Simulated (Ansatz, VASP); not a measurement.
One calculation of InSb, two programs

POSCAR

```
InSb
1.0
    0.0000000000      3.2391003701      3.2391003701
    3.2391003701      0.0000000000      3.2391003701
    3.2391003701      3.2391003701      0.0000000000
In Sb
1 1
Direct
    0.0000000000      0.0000000000      0.0000000000
    0.7500000000      0.7500000000      0.7500000000
```

Contents of INCAR.step1:

```
SYSTEM = InSb
ALGO = Normal ; EDIFF = 1E-5
ENCUT = 520 ; GGA = PE
ISIF = 2 ; ISMEAR = 0
LASPH = .TRUE. ; LREAL = .FALSE.
LWAVE = .TRUE. ; NBANDS = 16
NELM = 100 ; PREC = Accurate
SIGMA = 0.05
```

The input INCAR.step2:

```
SYSTEM = InSb
AEXX = 0.25 ; ALGO = Normal
EDIFF = 1E-6 ; ENCUT = 520
GGA = PE ; ISIF = 2
ISMEAR = 0 ; ISTART = 1
LASPH = .TRUE. ; LCHARG = .TRUE.
LELF = .TRUE. ; LHFCALC = .TRUE.
LREAL = .FALSE. ; LVHAR = .TRUE.
LWAVE = .FALSE. ; NBANDS = 16
NELM = 100 ; PREC = Accurate
PRECFOCK = Normal ; SIGMA = 0.05
```

The input KPOINTS:

```
k-points
0
G
  6 6 6
  0 0 0
```

Input for Ansatz:

```yaml
crystal:
  lattice:
    - [0.0, 3.2391003701, 3.2391003701]
    - [3.2391003701, 0.0, 3.2391003701]
    - [3.2391003701, 3.2391003701, 0.0]
  atoms:
    - { symbol: In, position: [0.0, 0.0, 0.0] }
    - { symbol: Sb, position: [0.75, 0.75, 0.75] }
basis:
  ecutwfc: 420
  ecutrho_ratio: 4
kpoints:
  mp_grid: { grid: [6, 6, 6] }
hamiltonian:
  xc: pbe0
scf:
  occupations: { method: gaussian, width: 0.05 }
  n_extra_bands: 9
output:
  forces: true
  stress: true
  eigenvalues: true
  populations: true
  dos: { projected: true, de: 0.02 }
```

Alike in both runs: task single point; functional PBE0; k mesh 6 × 6 × 6; occupations gaussian, width 0.05 eV; no spin polarisation.

|  | VASP | Ansatz |
| --- | --- | --- |
| version | VASP 6.6.1 | Ansatz 0.2.0 |
| potentials or method | VASP PAW PBE potentials, release 64 (In_d, Sb), cutoff 520 eV | scalar-relativistic, plane waves, PAW |
| valence electrons in the cell | 18 | 28 |

```tsv
	VASP	Ansatz	Ansatz less VASP
gap on the k mesh at the Fermi level (eV)	1.11	1.05	-0.064
least direct gap on the mesh (eV)	1.11	1.05	-0.064
pressure (GPa)	0.7	1.3	+0.60
```

The functional is the same, so the differences come from potentials, cutoffs and numerics. VASP's potentials hold 18 valence electrons a cell and Ansatz's 28, so a difference there can come from the potentials and not from the codes. Ansatz's warnings: stress exchange threshold loose, stress scf threshold loose.

Spin-orbit coupling is off throughout.
